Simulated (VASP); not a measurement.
Input of a VASP 6.6.1 run:

INCAR

```
SYSTEM = LaF5
ALGO = Normal ; EDIFF = 1E-6
ENCUT = 520 ; GGA = PE
ISIF = 2 ; ISMEAR = 0
LASPH = .True. ; LCHARG = .False.
LREAL = .False. ; LWAVE = .False.
NBANDS = 32 ; NELM = 100
PREC = Accurate ; SIGMA = 0.1
```

Contents of KPOINTS:

```
k-points
0
Gamma
  10 10 10
  0 0 0
```

The input POSCAR:

```
LaF5
1.0
    0.0000000000      3.2603855105      3.2603855105
    3.2603855105      0.0000000000      3.2603855105
    3.2603855105      3.2603855105      0.0000000000
La F
1 5
Direct
    0.0000000000      0.0000000000      0.0000000000
    0.3742821575      0.3742821575      0.8771535275
    0.3742821575      0.8771535275      0.3742821575
    0.8771535275      0.3742821575      0.3742821575
    0.3742821575      0.3742821575      0.3742821575
    0.7500000000      0.7500000000      0.7500000000
```

Potentials or basis: VASP PAW PBE potentials, release 64 (La, F).

Launch:

```sh
$ cat potpaw_PBE.64/La/POTCAR potpaw_PBE.64/F/POTCAR > POTCAR
$ mpirun -np 1 vasp_std > vasp.out
```

(1) Predict the pressure.

(2) Estimate the band gap on the k mesh.

Answers

(1) -0.5 GPa.

(2) zero (band 23 reaches 2.69 eV, above the bottom of band 24 at 2.17 eV).

Caveat: spin-orbit coupling is left out, which moves the levels of the heavy elements.
